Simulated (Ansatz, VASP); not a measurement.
**Two plane-wave programs on NiSb**

```
Ni Sb
1.0
     4.05480    0.00000    0.00000
    -2.02740    3.51156    0.00000
     0.00000    0.00000    5.28527
Ni Sb
2 2
Direct
  0.00000 0.00000 0.00000
  0.00000 0.00000 0.50000
  0.33333 0.66667 0.25000
  0.66667 0.33333 0.75000
```

Change from the starting cell: volume scaled by 1.1, no spin polarisation, PAW files.

Alike in both runs: task single point; functional PBE; k mesh 10 × 10 × 7; occupations fermi-dirac, width 0.05 eV; no spin polarisation.

|  | VASP | Ansatz |
| --- | --- | --- |
| version | VASP 6.6.1 | Ansatz 0.2.0 |
| potentials or method | VASP PAW PBE potentials, release 64 (Ni, Sb) | PAW with Ansatz's default frozen-core files, scalar-relativistic |
| plane-wave cutoff (eV) | 520 | 420 |
| valence electrons in the cell | 30 | 66 |

```csv
,VASP,Ansatz,Ansatz less VASP
pressure (GPa),-6.2,-6.1,+0.10
"traceless stress, the component that is largest in VASP (GPa)",-0.08,-0.17,-0.094
```

VASP's potentials hold 30 valence electrons a cell and Ansatz's 66, so a difference there can come from the potentials and not from the codes.

Spin-orbit coupling is off throughout.
